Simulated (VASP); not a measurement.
# TmB3Au (P6_3/mmc) in VASP: relaxation of shape and atoms at fixed volume with PBE

Aim: the relaxation of shape and atoms at fixed volume of TmB3Au with PBE.

Everything below comes from runs of VASP 6.6.1. Logs are shortened: lines on timing, memory, paths and dates and some standing lists are left out, and cuts for length are marked.

## Step 1: The cell of the first run

The structure is hexagonal, space group P6_3/mmc (No. 194). The conventional cell has a = 4.876 Å, b = 4.876 Å, c = 5.169 Å, α = 90.00°, β = 90.00°, γ = 120.00°. Within 3.3 Å of Tm (site symmetry -6m2) lie 12 B at 2.48 to 2.75 Å and 6 Au at 3.10 Å. Within 2.3 Å of B (site symmetry mm2) lie 2 B at 1.62 Å and 2 Au at 2.28 Å. Au (site symmetry -3m) has 6 B at 2.28 Å and 2 Au at 2.58 Å and 6 Tm at 3.10 Å within 3.1 Å.

## Step 2: Relaxation of shape and atoms at fixed volume, PBE (10.64 Å³/atom)

Input file INCAR:

```
PREC = Accurate ; ENCUT = 600
EDIFF = 1E-6 ; ISMEAR = 0
SIGMA = 0.1 ; LREAL = F
LASPH = T ; NELM = 100
ALGO = Normal ; ISIF = 4
LWAVE = F ; LCHARG = F
GGA = PE ; IBRION = 2
NSW = 50 ; EDIFFG = -0.01
```

Input file KPOINTS:

```
Automatic mesh
0
Gamma
  6 6 6
```

Input file POSCAR:

```
TmB3Au
1.0
    4.8758044261      0.0000000000      0.0000000000
   -2.4379022130      4.2225704969      0.0000000000
    0.0000000000      0.0000000000      5.1690212812
Tm B Au
2 6 2
Direct
    0.3333333333      0.6666666667      0.7500000000
    0.6666666667      0.3333333333      0.2500000000
    0.2223550820      0.7776449180      0.2500000000
    0.4447101639      0.2223550820      0.7500000000
    0.2223550820      0.4447101639      0.2500000000
    0.7776449180      0.2223550820      0.7500000000
    0.5552898361      0.7776449180      0.2500000000
    0.7776449180      0.5552898361      0.7500000000
    0.0000000000      0.0000000000      0.0000000000
    0.0000000000      0.0000000000      0.5000000000
```

Potentials or basis: VASP PAW PBE potentials, release 64 (Tm, B, Au).

Launch:

```bash
> cat potpaw_PBE.64/Tm/POTCAR potpaw_PBE.64/B/POTCAR potpaw_PBE.64/Au/POTCAR > POTCAR
> mpirun -np 1 vasp_std > vasp.out
```

OUTCAR:

```text
PREC = Accurate
   ENCUT = 600
   EDIFF = 1E-6
   ISMEAR = 0
   LREAL = F
   LASPH = T
   NELM = 100
   ISIF = 4
   GGA = PE
   IBRION = 2
   NSW = 50
   EDIFFG = -0.01

 ion  position               nearest neighbor table
   1  0.333  0.667  0.750-   4 2.48   8 2.48   4 2.48   8 2.48   6 2.48   6 2.48   3 2.75   3 2.75
                             5 2.75   5 2.75   7 2.75   7 2.75  10 3.10   9 3.10   9 3.10  10 3.10
   2  0.667  0.333  0.250-   7 2.48   5 2.48   7 2.48   5 2.48   3 2.48   3 2.48   6 2.75   6 2.75
                             8 2.75   8 2.75   4 2.75   4 2.75  10 3.10   9 3.10   9 3.10  10 3.10
   3  0.222  0.778  0.250-   5 1.62   7 1.62   9 2.28  10 2.28   2 2.48   2 2.48   1 2.75   1 2.75

   4  0.445  0.222  0.750-   6 1.62   8 1.62   9 2.28  10 2.28   1 2.48   1 2.48   2 2.75   2 2.75

   5  0.222  0.445  0.250-   3 1.62   7 1.62   9 2.28  10 2.28   2 2.48   2 2.48   1 2.75   1 2.75

   6  0.778  0.222  0.750-   8 1.62   4 1.62   9 2.28  10 2.28   1 2.48   1 2.48   2 2.75   2 2.75

   7  0.555  0.778  0.250-   3 1.62   5 1.62   9 2.28  10 2.28   2 2.48   2 2.48   1 2.75   1 2.75

   8  0.778  0.555  0.750-   6 1.62   4 1.62   9 2.28  10 2.28   1 2.48   1 2.48   2 2.75   2 2.75

   9  0.000  0.000  0.000-   5 2.28   8 2.28   7 2.28   4 2.28   3 2.28   6 2.28  10 2.58  10 2.58
                             1 3.10   2 3.10   1 3.10   2 3.10   2 3.10   1 3.10
  10  0.000  0.000  0.500-   5 2.28   8 2.28   7 2.28   4 2.28   3 2.28   6 2.28   9 2.58   9 2.58
                             1 3.10   2 3.10   1 3.10   2 3.10   2 3.10   1 3.10

  LATTYP: Found a hexagonal cell.
 ALAT       =     4.8758044261
 C/A-ratio  =     1.0601371239

  Lattice vectors:

 A1 = (   4.8758044261,   0.0000000000,   0.0000000000)
 A2 = (  -2.4379022130,   4.2225704969,   0.0000000000)
 A3 = (   0.0000000000,   0.0000000000,   5.1690212812)

Analysis of symmetry for initial positions (statically):
=====================================================================
 Subroutine PRICEL returns:
 Original cell was already a primitive cell.

 Routine SETGRP: Setting up the symmetry group for a
 hexagonal supercell.

 Subroutine GETGRP returns: Found 24 space group operations
 (whereof 12 operations were pure point group operations)
 out of a pool of 24 trial point group operations.

The static configuration has the point symmetry D_3d.
 The point group associated with its full space group is D_6h.

Analysis of symmetry for dynamics (positions and initial velocities):
=====================================================================
[... 150 lines left out ...]
  Thomas-Fermi vector in A             =   2.633111
   LORBIT       =      0    0 simple, 1 ext, 2 COOP (PROOUT), +10 PAW based schemes
   GGA     = PE    functional components
   LHFCALC =     F    Hartree Fock is set to
   AEXX    =    0.0000 exact exchange contribution
   IVDW    =     0    specifies the selected vdW correction
   LEPSILON=     F    determine dielectric tensor
   LRPA    =     F    only Hartree local field effects (RPA)
 conjugate gradient relaxation of ions
 non-spin polarized calculation
 Gauss-broadening in eV      SIGMA  =   0.10
  energy-cutoff  :      600.00
  volume of cell :      106.42
 maximum number of plane-waves:      3584
 NGX is ok and might be reduce to    40
   NGX = 19   NGY = 19   NGZ = 21

--------------------------------------- Ionic step        1  -------------------------------------------

 number of electron      85.9999997 magnetization

 Free energy of the ion-electron system (eV)
  ---------------------------------------------------
  ext. energy  EPLUGINS =         0.00000000
  ---------------------------------------------------
  free energy    TOTEN  =       -54.10535293 eV

  energy without entropy =      -54.00810977  energy(sigma->0) =      -54.05673135

------------------------ aborting loop because EDIFF is reached ----------------------------------------

  FORCE on cell =-STRESS in cart. coord.  units (eV):
  Direction    XX          YY          ZZ          XY          YZ          ZX
  --------------------------------------------------------------------------------------
  -------------------------------------------------------------------------------------
  Total       18.4378612     18.4378612     16.7129204      0.0000000      0.0000000     -0.0000000
  in kB      277.5809242    277.5809242    251.6120414      0.0000000      0.0000000     -0.0000000
  external PRESSURE =     268.9246299 kB  Pullay stress =       0.0000000 kB
[... 113 lines left out ...]
  FREE ENERGIE OF THE ION-ELECTRON SYSTEM (eV)
  ---------------------------------------------------
  free  energy   TOTEN  =       -54.1105228370 eV

  energy  without entropy=      -54.0136763376  energy(sigma->0) =      -54.06209959

[... ionic steps 4 to 10 ...]

--------------------------------------- Ionic step       11  -------------------------------------------

 number of electron      85.9999991 magnetization

------------------------ aborting loop because EDIFF is reached ----------------------------------------
[... 83 lines left out ...]
--------------------------------------- Ionic step       13  -------------------------------------------

 number of electron      85.9999992 magnetization

 Free energy of the ion-electron system (eV)
  ---------------------------------------------------
  ext. energy  EPLUGINS =         0.00000000
  ---------------------------------------------------
  free energy    TOTEN  =       -54.11092607 eV

  energy without entropy =      -54.01393125  energy(sigma->0) =      -54.06242866

 E-fermi :   7.2934     XC(G=0): -12.8541

 val. band max:        7.2885497706   @ k =   0.1667   0.0000   0.3333
 cond. band min:       7.2969972192   @ k =   0.1667   0.0000   0.1667
 fundamental gap:      0.0084474486
 Fermi energy:         7.2933962208

 k-point     1 :       0.0000    0.0000    0.0000
  band No.  band energies     occupation
      1     -41.7410      2.00000
      2     -41.7242      2.00000
      3     -15.2666      2.00000
      4     -15.2666      2.00000
      5     -15.2312      2.00000
      6     -15.1167      2.00000
[... 1285 lines left out ...]
     50      11.8171      0.00000
     51      12.9194      0.00000

 [... further k-points ...]

------------------------ aborting loop because EDIFF is reached ----------------------------------------

  FORCE on cell =-STRESS in cart. coord.  units (eV):
  Direction    XX          YY          ZZ          XY          YZ          ZX
  --------------------------------------------------------------------------------------
  -------------------------------------------------------------------------------------
  Total       17.4782691     17.4782691     17.6261046      0.0000000      0.0000000      0.0000000
  in kB      263.1343210    263.1343210    265.3599751      0.0000000      0.0000000      0.0000000
  external PRESSURE =     263.8762057 kB  Pullay stress =       0.0000000 kB
[... 25 lines left out ...]
  FREE ENERGIE OF THE ION-ELECTRON SYSTEM (eV)
  ---------------------------------------------------
  free  energy   TOTEN  =       -54.1109260655 eV

  energy  without entropy=      -54.0139312500  energy(sigma->0) =      -54.06242866

 reached required accuracy - stopping structural energy minimisation
```

CONTCAR:

```text
TmB3Au
   1.00000000000000
     4.8855351182219566    0.0000000000084683   -0.0000000000000000
    -2.4427675590535438    4.2309975234735635    0.0000000000000000
    -0.0000000000000000    0.0000000000000000    5.1484511437830740
  Tm              B               Au
     2     6     2
Direct
     0.3333333332999970    0.6666666667000030    0.7500000000000000
     0.6666666667000030    0.3333333332999970    0.2500000000000000
     0.2219501693099342    0.7780498306900648    0.2500000000000000
     0.4439003385198642    0.2219501693099318    0.7500000000000000
     0.2219501693099318    0.4439003385198651    0.2500000000000000
     0.7780498306900658    0.2219501693099351    0.7500000000000000
     0.5560996614801358    0.7780498306900683    0.2500000000000000
     0.7780498306900683    0.5560996614801349    0.7500000000000000
     0.0000000000000000    0.0000000000000000    0.0000000000000000
     0.0000000000000000    0.0000000000000000    0.5000000000000000

  0.00000000E+00  0.00000000E+00  0.00000000E+00
  0.00000000E+00  0.00000000E+00  0.00000000E+00
  0.00000000E+00  0.00000000E+00  0.00000000E+00
  0.00000000E+00  0.00000000E+00  0.00000000E+00
  0.00000000E+00  0.00000000E+00  0.00000000E+00
  0.00000000E+00  0.00000000E+00  0.00000000E+00
  0.00000000E+00  0.00000000E+00  0.00000000E+00
  0.00000000E+00  0.00000000E+00  0.00000000E+00
  0.00000000E+00  0.00000000E+00  0.00000000E+00
  0.00000000E+00  0.00000000E+00  0.00000000E+00
```

Wall time 42 min (1 thread of AMD EPYC 7R13 (Zen 3), shared host); peak memory 0.36 GiB.

What came out:

- Free energy: -54.1109 eV
- Energy gained by relaxing: 0.6 meV/atom
- Ionic steps: 13
- Pressure after relaxing: 26.4 GPa
- Largest force after relaxing: 0.010 eV/Å
- Band gap on the k mesh: zero (bands 43 and 44 overlap by 0.27 eV)

Forces in eV/Å, atoms in the order of the input:
```
Tm   0.000  0.000  0.000
Tm   0.000  0.000  0.000
B    0.009 -0.005  0.000
B    0.009  0.005  0.000
B    0.000  0.010  0.000
B   -0.009  0.005  0.000
B   -0.009 -0.005  0.000
B    0.000 -0.010  0.000
Au   0.000  0.000  0.000
Au   0.000  0.000  0.000
```

The path:
| step | energy change (eV) | largest force (eV/Å) | pressure (GPa) | volume (Å³) |
| --- | --- | --- | --- | --- |
| 1 | 0.0000 | 0.2403 | 26.89 | 106.42 |
| 2 | 0.0067 | 0.4297 | 25.98 | 106.42 |
| 3 | -0.0052 | 0.0256 | 26.40 | 106.42 |
| 4 | -0.0052 | 0.0316 | 26.46 | 106.42 |
| 5 | -0.0052 | 0.0370 | 26.40 | 106.42 |
| 6 | -0.0021 | 0.2361 | 26.08 | 106.42 |
| 7 | -0.0052 | 0.0431 | 26.38 | 106.42 |
| 8 | -0.0056 | 0.0172 | 26.36 | 106.42 |
| 9 | -0.0056 | 0.0143 | 26.86 | 106.42 |
| 10 | -0.0055 | 0.0020 | 26.42 | 106.42 |
| 11 | -0.0055 | 0.0038 | 26.31 | 106.42 |
| 12 | -0.0056 | 0.0081 | 26.42 | 106.42 |
| 13 | -0.0056 | 0.0100 | 26.39 | 106.42 |

Final structure:
```yaml
crystal:
  lattice:
    - [4.88554, 0.00000, 0.00000]
    - [-2.44277, 4.23100, 0.00000]
    - [0.00000, 0.00000, 5.14845]
  atoms:
    - { symbol: Tm, position: [0.33333, 0.66667, 0.75000] }
    - { symbol: Tm, position: [0.66667, 0.33333, 0.25000] }
    - { symbol: B, position: [0.22195, 0.77805, 0.25000] }
    - { symbol: B, position: [0.44390, 0.22195, 0.75000] }
    - { symbol: B, position: [0.22195, 0.44390, 0.25000] }
    - { symbol: B, position: [0.77805, 0.22195, 0.75000] }
    - { symbol: B, position: [0.55610, 0.77805, 0.25000] }
    - { symbol: B, position: [0.77805, 0.55610, 0.75000] }
    - { symbol: Au, position: [0.00000, 0.00000, 0.00000] }
    - { symbol: Au, position: [0.00000, 0.00000, 0.50000] }
```

Levels at points of the mesh, in eV from the Fermi level:
```tsv
k point	band 39	band 40	band 41	band 42	band 43	band 44	band 45	band 46	band 47	band 48
(0.00, 0.00, 0.00)	-0.29	-0.24	-0.23	0.15	0.15	0.31	0.83	0.83	1.88	1.88
(0.50, 0.00, 0.00)	-0.22	-0.21	-0.21	-0.20	-0.09	-0.03	-0.02	1.35	2.80	3.84
(0.00, 0.00, 0.50)	-0.26	-0.26	-0.19	-0.19	0.17	0.17	0.17	0.17	4.56	4.56
(0.50, 0.00, 0.50)	-0.20	-0.20	-0.18	-0.18	0.15	0.15	0.79	0.79	3.20	3.20
```

Caveat: spin-orbit coupling is left out, which moves the levels of the heavy elements; semilocal functionals describe open f shells poorly, which spoils levels, moments and volumes.
